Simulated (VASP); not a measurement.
Wanted: the native input for a VASP 6.6.1 run.

* Task: single point
* Functional: HSE06
* Potentials or basis: VASP PAW PBE potentials, release 64 (Ir)
* Cutoff: 520 eV
* k mesh: 6 × 6 × 4
* Occupations: fermi-dirac, width 0.05 eV
* Spin: no spin polarisation
* Dipole correction: no
* Grid for exact exchange (PRECFOCK): Normal
* Further INCAR settings: ALGO = Normal; EDIFF = 1e-07; NBANDS = 16
* Share of exact exchange: 0.25
* Screening parameter: 0.2079 1/Å

Crystal: Ir.

```
Ir
1.0
     2.78758    0.00000    0.00000
    -1.39379    2.41412    0.00000
     0.00000    0.00000    4.52101
Ir
2
Direct
  0.33333 0.66667 0.25000
  0.66667 0.33333 0.75000
```

This isn't the form of Ir at room conditions, which is fcc.

One way to write it, as run:

POSCAR

```
Ir
1.0
    2.7875843874      0.0000000000      0.0000000000
   -1.3937921937      2.4141188946      0.0000000000
    0.0000000000      0.0000000000      4.5210110761
Ir
2
Direct
    0.3333333333      0.6666666667      0.2500000000
    0.6666666667      0.3333333333      0.7500000000
```

INCAR.step1

```
SYSTEM = Ir
PREC = Accurate
ENCUT = 520
EDIFF = 1E-5
ISMEAR = -1
SIGMA = 0.05
LREAL = .FALSE.
LASPH = .TRUE.
NELM = 100
ALGO = Normal
ISIF = 2
LWAVE = .TRUE.
LCHARG = .FALSE.
NBANDS = 16
GGA = PE
```

INCAR.step2

```
SYSTEM = Ir
PREC = Accurate
ENCUT = 520
EDIFF = 1E-7
ISMEAR = -1
SIGMA = 0.05
LREAL = .FALSE.
LASPH = .TRUE.
NELM = 100
ALGO = Normal
ISIF = 2
LWAVE = .FALSE.
LCHARG = .FALSE.
GGA = PE
LHFCALC = .TRUE.
HFSCREEN = 0.2079
PRECFOCK = Normal
NBANDS = 16
ISTART = 1
```

KPOINTS

```
Automatic mesh
0
G
  6 6 4
  0 0 0
```

Potentials or basis: VASP PAW PBE potentials, release 64 (Ir).

Launch:

```bash
$ cat potpaw_PBE.64/Ir/POTCAR > POTCAR
$ cp INCAR.step1 INCAR
$ mpirun -np 1 vasp_std > vasp.out
$ cp INCAR.step2 INCAR
$ mpirun -np 1 vasp_std > vasp.out
```

Results of the run:

- Pressure: -24.3 GPa
- Band gap on the k mesh: zero (bands 9 and 10 overlap by 3.55 eV)

Caveat: the k points lie up to 0.43 Å⁻¹ apart, too coarse for converged energies and pressures of a metal; the PAW data sets were made with another functional, which shifts forces and pressure a little; spin-orbit coupling is left out, which moves the levels of the heavy elements.

Wall time 55 min on 1 thread of AMD EPYC 7R43 64-Core Processor (Zen 3), with other jobs on the host, peak memory 0.23 GiB.
